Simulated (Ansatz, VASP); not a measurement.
# Fe: VASP beside Ansatz

INCAR

```
SYSTEM = Fe
ALGO     = Normal         ! electronic algorithm
EDIFF    = 1E-6           ! SCF threshold, eV
ENCUT    = 600            ! plane-wave cutoff, eV
GGA_COMPAT= .FALSE.      
ISIF     = 2              ! what is computed and relaxed
ISMEAR   = 1              ! smearing method
ISPIN    = 2              ! spin polarisation
LASPH    = .TRUE.         ! aspherical terms in the spheres
LCHARG   = .FALSE.        ! write CHGCAR
LMAXMIX  = 4              ! l up to which the mixer works
LORBIT   = 11             ! projections on sites
LREAL    = .FALSE.        ! projectors in reciprocal space
LWAVE    = .FALSE.        ! write WAVECAR
MAGMOM   = 1.988          ! initial moments
NBANDS   = 18             ! bands
NELM     = 200            ! most SCF steps
PREC     = Accurate       ! precision mode
SIGMA    = 1.0            ! smearing width, eV
```

Contents of KPOINTS:

```
k-points
0
G
  16 16 16
  0 0 0
```

The input POSCAR:

```
Fe
1.0
   -1.3745984210      1.3745984210      1.3745984210
    1.3745984210     -1.3745984210      1.3745984210
    1.3745984210      1.3745984210     -1.3745984210
Fe
1
Direct
    0.0000000000      0.0000000000      0.0000000000
```

Input for Ansatz:

```yaml
crystal:
  lattice:
    - [-1.374598421, 1.374598421, 1.374598421]
    - [1.374598421, -1.374598421, 1.374598421]
    - [1.374598421, 1.374598421, -1.374598421]
  atoms:
    - { symbol: Fe, position: [0.0, 0.0, 0.0], spin: 1.988 }
hamiltonian:
  xc: lda
  pseudopotentials:
    kind: paw
    azcp:
      Fe: "pseudopotentials/Fe.paw.azcp"
basis:
  ecutwfc: 420
  fft_grid_basis: typed
kpoints:
  mp_grid: { grid: [16, 16, 16], shift: [0, 0, 0] }
magnetization:
  spin_polarized: true
scf:
  occupations: { method: methfessel_paxton, width: 1.0 }
  lower_state_search: "off"
output:
  stress: true
```

Alike in both runs: task single point; functional LDA; k mesh 16 × 16 × 16; occupations methfessel-paxton of order 1, width 1 eV; collinear spin.

|  | VASP | Ansatz |
| --- | --- | --- |
| version | VASP 6.6.1 | Ansatz 0.2.0 |
| potentials or method | VASP PAW LDA potentials, release 64 (Fe_sv), cutoff 600 eV | plane waves (420 eV) with PAW, scalar-relativistic |
| valence electrons in the cell | 16 | 16 |

VASP gave:

| Property | Result |
| --- | --- |
| pressure (GPa) | -6.7 |
| net moment per atom (μB) | 1.85 |
| size of the moment on the site where the two differ most (μB) | 1.83 |

**Question.** Estimate Ansatz's values.

**Answer.** Pressure (GPa): -1.9; net moment per atom (μB): 1.93; size of the moment on the site where the two differ most (μB): 1.93.

Ansatz warns that its potentials were made for another functional, while VASP's fit it. LDA's correlation is that of Perdew and Zunger in VASP and of Perdew and Wang (1992) in Ansatz. Site moments also hang on the region over which each program counts them. One of these differences is far larger than is usual between the two programs; its cause wasn't traced. Ansatz's warnings: stability check not made.
